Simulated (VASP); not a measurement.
# C (Im-3m) in VASP: a series of runs

Runs on C. Level: PBE. Tasks: single point.

All numbers are computed with VASP 6.6.1; they aren't measurements. Logs are shortened: lines on timing, memory, paths and dates and some standing lists are left out, and cuts for length are marked.

### 1 The cell of the first run

It takes space group Im-3m (No. 229, cubic). The conventional cell has a = 2.374 Å, b = 2.374 Å, c = 2.374 Å, α = 90.00°, β = 90.00°, γ = 90.00°. C (site symmetry m-3m) has 14 C at 2.06 to 2.37 Å within 2.7 Å.

### 2 Single point, PBE

The input, INCAR:

```
PREC = Accurate ; ENCUT = 520
EDIFF = 1E-6 ; ISMEAR = -1
SIGMA = 0.1 ; LREAL = F
LASPH = T ; NELM = 60
ALGO = Normal ; ISIF = 2
LWAVE = F ; LCHARG = F
GGA = PE ; NBANDS = 8
```

The input, KPOINTS:

```
regular mesh
0
Gamma
  30 30 30
```

The input, POSCAR:

```
C
1.0
   -1.1871780774      1.1871780774      1.1871780774
    1.1871780774     -1.1871780774      1.1871780774
    1.1871780774      1.1871780774     -1.1871780774
C
1
Direct
    0.0000000000      0.0000000000      0.0000000000
```

Potentials or basis: VASP PAW PBE potentials, release 64 (C).

On the command line:

```console
cat potpaw_PBE.64/C/POTCAR > POTCAR
mpirun -np 1 vasp_std > vasp.out
```

OUTCAR:

```text
PREC = Accurate
   ENCUT = 520
   EDIFF = 1E-6
   ISMEAR = -1
   LREAL = F
   LASPH = T
   NELM = 60
   ISIF = 2
   GGA = PE

 ion  position               nearest neighbor table
   1  0.000  0.000  0.000-

  LATTYP: Found a body centered cubic cell.
 ALAT       =     2.3743561548

  Lattice vectors:

 A1 = (  -1.1871780774,   1.1871780774,   1.1871780774)
 A2 = (   1.1871780774,  -1.1871780774,   1.1871780774)
 A3 = (   1.1871780774,   1.1871780774,  -1.1871780774)

Analysis of symmetry for initial positions (statically):
=====================================================================
 Subroutine PRICEL returns:
 Original cell was already a primitive cell.

 Routine SETGRP: Setting up the symmetry group for a
 body centered cubic supercell.

 Subroutine GETGRP returns: Found 48 space group operations
 (whereof 48 operations were pure point group operations)
 out of a pool of 48 trial point group operations.

The static configuration has the point symmetry O_h .

Analysis of symmetry for dynamics (positions and initial velocities):
=====================================================================
 Subroutine PRICEL returns:
 Original cell was already a primitive cell.

 Routine SETGRP: Setting up the symmetry group for a
 body centered cubic supercell.

 Subroutine GETGRP returns: Found 48 space group operations
 (whereof 48 operations were pure point group operations)
 out of a pool of 48 trial point group operations.

The dynamic configuration has the point symmetry O_h .

 Subroutine INISYM returns: Found 48 space group operations
 (whereof 48 operations are pure point group operations),
 and found     1 'primitive' translations

----------------------------------------------------------------------------------------

                                     Primitive cell

  volume of cell :       6.6928

  direct lattice vectors                    reciprocal lattice vectors
    -1.187178077  1.187178077  1.187178077     0.000000000  0.421166807  0.421166807
     1.187178077 -1.187178077  1.187178077     0.421166807  0.000000000  0.421166807
     1.187178077  1.187178077 -1.187178077     0.421166807  0.421166807  0.000000000

  length of vectors
     2.056252748  2.056252748  2.056252748     0.595619810  0.595619810  0.595619810

  position of ions in fractional coordinates (direct lattice)
     0.000000000  0.000000000  0.000000000

  ion indices of the primitive-cell ions
   primitive index   ion index
                 1           1

----------------------------------------------------------------------------------------

 KPOINTS: regular mesh

Automatic generation of k-mesh.
 Grid dimensions read from file:
 generate k-points for:   30   30   30

 Generating k-lattice:

  Cartesian coordinates                     Fractional coordinates (reciprocal lattice)
     0.000000000  0.014038894  0.014038894     0.033333333  0.000000000  0.000000000
     0.014038894  0.000000000  0.014038894     0.000000000  0.033333333  0.000000000
     0.014038894  0.014038894  0.000000000     0.000000000  0.000000000  0.033333333

  Length of vectors
     0.019853994  0.019853994  0.019853994

  Shift w.r.t. Gamma in fractional coordinates (k-lattice)
     0.000000000  0.000000000  0.000000000

 Subroutine IBZKPT returns following result:
 ===========================================

 Found    752 irreducible k-points:

 Following reciprocal coordinates:
            Coordinates               Weight
  0.000000  0.000000  0.000000      1.000000
  0.033333  0.000000  0.000000     12.000000
  0.066667  0.000000  0.000000     12.000000
  0.100000  0.000000  0.000000     12.000000
  0.133333  0.000000  0.000000     12.000000
  0.166667  0.000000  0.000000     12.000000
[... 16 lines left out ...]
  0.233333  0.033333 -0.000000     48.000000
  0.266667  0.033333 -0.000000     48.000000
 [... further k-points ...]
   k-points           NKPTS =    752   k-points in BZ     NKDIM =    752   number of bands    NBANDS=      8
   number of dos      NEDOS =    301   number of ions     NIONS =      1
   total plane-waves  NPLWV =   4096
   dimension x,y,z NGX =    16 NGY =   16 NGZ =   16
   dimension x,y,z NGXF=    32 NGYF=   32 NGZF=   32
   ions per type =               1
   NGX,Y,Z   is equivalent  to a cutoff of  12.94, 12.94, 12.94 a.u.
   NGXF,Y,Z  is equivalent  to a cutoff of  25.87, 25.87, 25.87 a.u.
 SYSTEM =  unknown system
   PREC   = accura    normal or accurate (medium, high low for compatibility)
   ISTART =      0    job   : 0-new  1-cont  2-samecut
   ICHARG =      2    charge: 1-file 2-atom 10-const
   ISPIN  =      1    spin polarized calculation?
   LNONCOLLINEAR =      F non collinear calculations
   LSORBIT =      F    spin-orbit coupling
   LASPH  =      T    aspherical Exc in radial PAW
   ENCUT  =  520.0 eV  38.22 Ry    6.18 a.u.   3.82  3.82  3.82*2*pi/ulx,y,z
   NELM   =     60;   NELMIN=  2; NELMDL= -5     # of ELM steps
   EDIFF  = 0.1E-05   stopping-criterion for ELM
   LREAL  =      F    real-space projection
   EDIFFG = 0.1E-04   stopping-criterion for IOM
   NSW    =      0    number of steps for IOM
   IBRION =     -1    ionic relax: 0-MD 1-quasi-New 2-CG
   NFREE  =      0    steps in history (QN), initial steepest desc. (CG)
   ISIF   =      2    stress and relaxation
   ISYM   =      2    0-nonsym 1-usesym 2-fastsym
   POTIM  = 0.5000    time-step for ionic-motion
   TEBEG  =    0.0;   TEEND  =   0.0 temperature during run
   PSTRESS=    0.0 pullay stress
   NELECT =       4.0000    total number of electrons
   NUPDOWN=      -1.0000    fix difference up-down
   EMIN   =  10.00;   EMAX   =-10.00  energy-range for DOS
   EFERMI =   0.00;   METHOD = LEGACY
   ISMEAR =    -1;   SIGMA  =   0.10  broadening in eV -4-tet -1-fermi 0-gaus
   EFERMI_NEDOS =   21; number of points for ismear=-14 and -15
   IALGO  =     38    algorithm
   IMIX   =      4    mixing-type and parameters
     AMIX     =   0.40;   BMIX     =  1.00
     AMIX_MAG =   1.60;   BMIX_MAG =  1.00
  volume/ion in A,a.u.               =       6.69        45.17
  Fermi-wavevector in a.u.,A,eV,Ry     =   1.378983  2.605900 25.872765  1.901595
  Thomas-Fermi vector in A             =   2.503995
   LORBIT       =      0    0 simple, 1 ext, 2 COOP (PROOUT), +10 PAW based schemes
   GGA     = PE    functional components
   LHFCALC =     F    Hartree Fock is set to
   AEXX    =    0.0000 exact exchange contribution
   IVDW    =     0    specifies the selected vdW correction
   LEPSILON=     F    determine dielectric tensor
   LRPA    =     F    only Hartree local field effects (RPA)
 non-spin polarized calculation
  energy-cutoff  :      520.00
  volume of cell :        6.69
 maximum number of plane-waves:       190
   NGX =  7   NGY =  7   NGZ =  7

 number of electron       4.0000000 magnetization

 Free energy of the ion-electron system (eV)
  ---------------------------------------------------
  ext. energy  EPLUGINS =         0.00000000
  ---------------------------------------------------
  free energy    TOTEN  =        -4.88004183 eV

  energy without entropy =       -4.86798142  energy(sigma->0) =       -4.87401162

 E-fermi :   8.4665     XC(G=0): -13.1165

 val. band max:        8.4661359862   @ k =   0.2000   0.2000   0.0333
 cond. band min:       8.4866455334   @ k =  -0.3333   0.5000   0.0667
 fundamental gap:      0.0205095472
 Fermi energy:         8.4664613172

 k-point     1 :       0.0000    0.0000    0.0000
  band No.  band energies     occupation
      1     -11.1115      2.00000
      2      17.5318      0.00000
      3      17.5318      0.00000
      4      17.5318      0.00000
      5      41.6822      0.00000
      6      41.6822      0.00000
      7      41.6822      0.00000
      8      43.8312      0.00000

 k-point     2 :       0.0333    0.0000    0.0000
  band No.  band energies     occupation
      1     -11.0617      2.00000
      2      17.4099      0.00000
      3      17.4613      0.00000
      4      17.5178      0.00000
      5      41.2806      0.00000
      6      41.3311      0.00000
      7      41.8585      0.00000
      8      43.8350      0.00000

 k-point     3 :       0.0667    0.0000    0.0000
  band No.  band energies     occupation
      1     -10.9127      2.00000
      2      17.0437      0.00000
      3      17.2567      0.00000
      4      17.4753      0.00000
      5      40.1463      0.00000
      6      40.3348      0.00000
      7      42.3799      0.00000
      8      43.8489      0.00000

 k-point     4 :       0.1000    0.0000    0.0000
  band No.  band energies     occupation
      1     -10.6643      2.00000
      2      16.4407      0.00000
      3      16.9390      0.00000
      4      17.4068      0.00000
      5      38.5040      0.00000
      6      39.1934      0.00000
      7      43.2254      0.00000
      8      43.8386      0.00000

 k-point     5 :       0.1333    0.0000    0.0000
  band No.  band energies     occupation
      1     -10.3169      2.00000
      2      15.6103      0.00000
      3      16.5356      0.00000
      4      17.3141      0.00000
      5      36.8738      0.00000
      6      38.0279      0.00000
      7      43.4588      0.00000
      8      43.8207      0.00000

 k-point     6 :       0.1667    0.0000    0.0000
  band No.  band energies     occupation
      1      -9.8709      2.00000
      2      14.5706      0.00000
      3      16.0760      0.00000
      4      17.1995      0.00000
      5      35.4180      0.00000
      6      36.9092      0.00000
      7      43.0865      0.00000
      8      43.8057      0.00000

 k-point     7 :       0.2000    0.0000    0.0000
  band No.  band energies     occupation
      1      -9.3268      2.00000
      2      13.3489      0.00000
      3      15.5910      0.00000
      4      17.0689      0.00000
      5      34.1773      0.00000
      6      35.8688      0.00000
      7      42.8882      0.00000
      8      43.7894      0.00000

 k-point     8 :       0.2333    0.0000    0.0000
  band No.  band energies     occupation
      1      -8.6853      2.00000
      2      11.9806      0.00000
      3      15.1050      0.00000
      4      16.9282      0.00000
      5      33.1508      0.00000
      6      34.9223      0.00000
      7      42.8608      0.00000
      8      43.7722      0.00000

 k-point     9 :       0.2667    0.0000    0.0000
  band No.  band energies     occupation
      1      -7.9474      2.00000
      2      10.5042      0.00000
      3      14.6373      0.00000
      4      16.7809      0.00000
      5      32.3192      0.00000
      6      34.0782      0.00000
      7      42.9932      0.00000
      8      43.7485      0.00000

 k-point    10 :       0.3000    0.0000    0.0000
  band No.  band energies     occupation
      1      -7.1141      2.00000
      2       8.9579      0.01457
      3      14.2056      0.00000
      4      16.6355      0.00000
      5      31.6589      0.00000
      6      33.3413      0.00000
      7      43.2720      0.00000
      8      43.7256      0.00000
[... 78 lines left out ...]
 k-point    18 :       0.0667    0.0333    0.0000
  band No.  band energies     occupation
      1     -10.7637      2.00000
      2      16.6726      0.00000
      3      17.1207      0.00000
      4      17.3822      0.00000
      5      39.1871      0.00000
      6      39.5475      0.00000
      7      42.8331      0.00000
      8      43.4367      0.00000

 k-point    19 :       0.1000    0.0333    0.0000
  band No.  band energies     occupation
      1     -10.4658      2.00000
      2      15.9779      0.00000
      3      16.7406      0.00000
      4      17.2951      0.00000
      5      37.5872      0.00000
      6      38.4226      0.00000
      7      43.1748      0.00000
      8      43.5524      0.00000

 k-point    20 :       0.1333    0.0333    0.0000
  band No.  band energies     occupation
      1     -10.0690      2.00000
      2      15.0680      0.00000
      3      16.2837      0.00000
      4      17.1864      0.00000
      5      36.0781      0.00000
      6      37.3261      0.00000
      7      42.9338      0.00000
      8      43.8505      0.00000

 k-point    21 :       0.1667    0.0333    0.0000
  band No.  band energies     occupation
      1      -9.5739      2.00000
      2      13.9573      0.00000
      3      15.7875      0.00000
      4      17.0582      0.00000
      5      34.7594      0.00000
      6      36.2948      0.00000
      7      42.7384      0.00000
      8      43.9166      0.00000

 k-point    22 :       0.2000    0.0333    0.0000
  band No.  band energies     occupation
      1      -8.9811      2.00000
      2      12.6759      0.00000
      3      15.2816      0.00000
      4      16.9157      0.00000
      5      33.6522      0.00000
      6      35.3463      0.00000
      7      42.6449      0.00000
      8      43.9402      0.00000

 k-point    23 :       0.2333    0.0333   -0.0000
  band No.  band energies     occupation
      1      -8.2915      2.00000
      2      11.2617      0.00000
      3      14.7889      0.00000
      4      16.7645      0.00000
      5      32.7468      0.00000
      6      34.4906      0.00000
      7      42.6740      0.00000
      8      43.9599      0.00000

 k-point    24 :       0.2667    0.0333   -0.0000
  band No.  band energies     occupation
      1      -7.5057      2.00000
      2       9.7548      0.00001
      3      14.3281      0.00000
      4      16.6116      0.00000
      5      32.0221      0.00000
      6      33.7341      0.00000
      7      42.8166      0.00000
      8      44.0023      0.00000

 [... further k-points ...]

------------------------ aborting loop because EDIFF is reached ----------------------------------------

  FORCE on cell =-STRESS in cart. coord.  units (eV):
  Direction    XX          YY          ZZ          XY          YZ          ZX
  --------------------------------------------------------------------------------------
  -------------------------------------------------------------------------------------
  Total        0.0017441      0.0017441      0.0017441     -0.0000000      0.0000000     -0.0000000
  in kB        0.4175257      0.4175257      0.4175257     -0.0000000      0.0000000     -0.0000000
  external PRESSURE =       0.4175257 kB  Pullay stress =       0.0000000 kB

 VOLUME and BASIS-vectors are now :
 -----------------------------------------------------------------------------
  energy-cutoff  :      520.00
  volume of cell :        6.69
      direct lattice vectors                 reciprocal lattice vectors
    -1.187178077  1.187178077  1.187178077     0.000000000  0.421166807  0.421166807
     1.187178077 -1.187178077  1.187178077     0.421166807  0.000000000  0.421166807
     1.187178077  1.187178077 -1.187178077     0.421166807  0.421166807  0.000000000

 POSITION                                       TOTAL-FORCE (eV/Angst)
 -----------------------------------------------------------------------------------
      0.00000      0.00000      0.00000        -0.000000      0.000000      0.000000
 -----------------------------------------------------------------------------------
    total drift:                               -0.000000      0.000000     -0.000000

  FREE ENERGIE OF THE ION-ELECTRON SYSTEM (eV)
  ---------------------------------------------------
  free  energy   TOTEN  =        -4.8800418281 eV

  energy  without entropy=       -4.8679814174  energy(sigma->0) =       -4.87401162
```

Wall time 9.3 s (1 thread of Intel Xeon Platinum 8488C (Sapphire Rapids), shared host); peak memory 0.13 GiB.

Results:

* Free energy: -4.8800 eV
* Pressure: 0.0 GPa
* Band gap on the k mesh: zero (band 2 reaches 17.53 eV, above the bottom of band 3 at 3.44 eV)

Levels at points of the mesh, in eV from the Fermi level:
| k point | band 1 | band 2 | band 3 | band 4 | band 5 | band 6 |
| --- | --- | --- | --- | --- | --- | --- |
| (0.00, 0.00, 0.00) | -19.58 | 9.07 | 9.07 | 9.07 | 33.22 | 33.22 |
| (0.50, 0.00, 0.00) | -8.82 | -8.58 | 4.43 | 7.67 | 21.66 | 22.82 |
| (0.50, 0.50, 0.50) | -1.54 | -1.54 | -1.54 | 0.57 | 11.99 | 11.99 |

### 3 Single point, PBE

The input, INCAR:

```
SYSTEM = C
PREC = Accurate
ENCUT = 600
EDIFF = 1E-6
ISMEAR = -1
SIGMA = 0.1
LREAL = .FALSE.
LASPH = .TRUE.
NELM = 120
ALGO = Normal
ISIF = 2
LWAVE = .FALSE.
LCHARG = .FALSE.
GGA = PE
NBANDS = 8
GGA_COMPAT = .FALSE.
```

The input, KPOINTS:

```
Automatic mesh
0
G
  9 9 9
  0 0 0
```

POSCAR is that of step 2.

Potentials or basis: VASP PAW PBE potentials, release 64 (C).

On the command line:

```console
cat potpaw_PBE.64/C/POTCAR > POTCAR
mpirun -np 1 vasp_std > vasp.out
```

OUTCAR:

```text
SYSTEM = C
   PREC = Accurate
   ENCUT = 600
   EDIFF = 1E-6
   ISMEAR = -1
   LREAL = .FALSE.
   LASPH = .TRUE.
   NELM = 120
   ISIF = 2
   GGA = PE

 ion  position               nearest neighbor table
   1  0.000  0.000  0.000-

  LATTYP: Found a body centered cubic cell.
 ALAT       =     2.3743561548

  Lattice vectors:

 A1 = (  -1.1871780774,   1.1871780774,   1.1871780774)
 A2 = (   1.1871780774,  -1.1871780774,   1.1871780774)
[... 440 lines left out ...]
      6      35.0505      0.00000
      7      36.2363      0.00000
      8      43.9108      0.00000

 [... further k-points ...]

------------------------ aborting loop because EDIFF is reached ----------------------------------------

  FORCE on cell =-STRESS in cart. coord.  units (eV):
  Direction    XX          YY          ZZ          XY          YZ          ZX
  --------------------------------------------------------------------------------------
  -------------------------------------------------------------------------------------
  Total       -0.0080347     -0.0080347     -0.0080347     -0.0000000      0.0000000      0.0000000
  in kB       -1.9234245     -1.9234245     -1.9234245     -0.0000000      0.0000000      0.0000000
  external PRESSURE =      -1.9234245 kB  Pullay stress =       0.0000000 kB

 VOLUME and BASIS-vectors are now :
 -----------------------------------------------------------------------------
  energy-cutoff  :      600.00
  volume of cell :        6.69
      direct lattice vectors                 reciprocal lattice vectors
    -1.187178077  1.187178077  1.187178077     0.000000000  0.421166807  0.421166807
     1.187178077 -1.187178077  1.187178077     0.421166807  0.000000000  0.421166807
     1.187178077  1.187178077 -1.187178077     0.421166807  0.421166807  0.000000000

 POSITION                                       TOTAL-FORCE (eV/Angst)
 -----------------------------------------------------------------------------------
      0.00000      0.00000      0.00000         0.000000      0.000000      0.000000
 -----------------------------------------------------------------------------------
    total drift:                                0.000000     -0.000000     -0.000000

  FREE ENERGIE OF THE ION-ELECTRON SYSTEM (eV)
  ---------------------------------------------------
  free  energy   TOTEN  =        -4.8807583978 eV

  energy  without entropy=       -4.8617770196  energy(sigma->0) =       -4.87126771
```

OSZICAR:

```text
N       E                     dE             d eps       ncg     rms          rms(c)
DAV:   1    -0.236901534930E+01   -0.23690E+01   -0.26330E+03   592   0.552E+02
DAV:   2    -0.486884947318E+01   -0.24998E+01   -0.21013E+01   768   0.337E+01
DAV:   3    -0.487757822133E+01   -0.87287E-02   -0.87256E-02   608   0.229E+00
DAV:   4    -0.487758144469E+01   -0.32234E-05   -0.32219E-05   824   0.383E-02
DAV:   5    -0.487758144378E+01    0.91222E-09   -0.27285E-09   592   0.227E-04    0.937E-01
DAV:   6    -0.487938765248E+01   -0.18062E-02   -0.73039E-04   688   0.179E-01    0.551E-01
DAV:   7    -0.488074794855E+01   -0.13603E-02   -0.14629E-03   640   0.258E-01    0.330E-02
DAV:   8    -0.488075845740E+01   -0.10509E-04   -0.30378E-05   680   0.412E-02    0.385E-03
DAV:   9    -0.488075839781E+01    0.59599E-07   -0.15733E-07   344   0.358E-03
   1 F= -.48807584E+01 E0= -.48712677E+01  d E =-.189814E-01
```

stdout:

```text
POSCAR found type information on POSCAR C
 POSCAR found :  1 types and       1 ions
 scaLAPACK will be used
 LDA part: xc-table for (Slater+PW92), standard interpolation
 POSCAR, INCAR and KPOINTS ok, starting setup
 FFT: planning ... GRIDC
 FFT: planning ... GRID_SOFT
 FFT: planning ... GRID
 WAVECAR not read
 entering main loop
```

It took 1.5 s on 1 thread of Intel Xeon 6975P-C, shared host; peak memory 0.1 GiB.

What came out:

* Free energy: -4.8808 eV
* Pressure: -0.2 GPa
* Band gap on the k mesh: zero (band 2 reaches 17.52 eV, above the bottom of band 3 at 3.44 eV)

Caveat: the k points lie up to 0.42 Å⁻¹ apart.
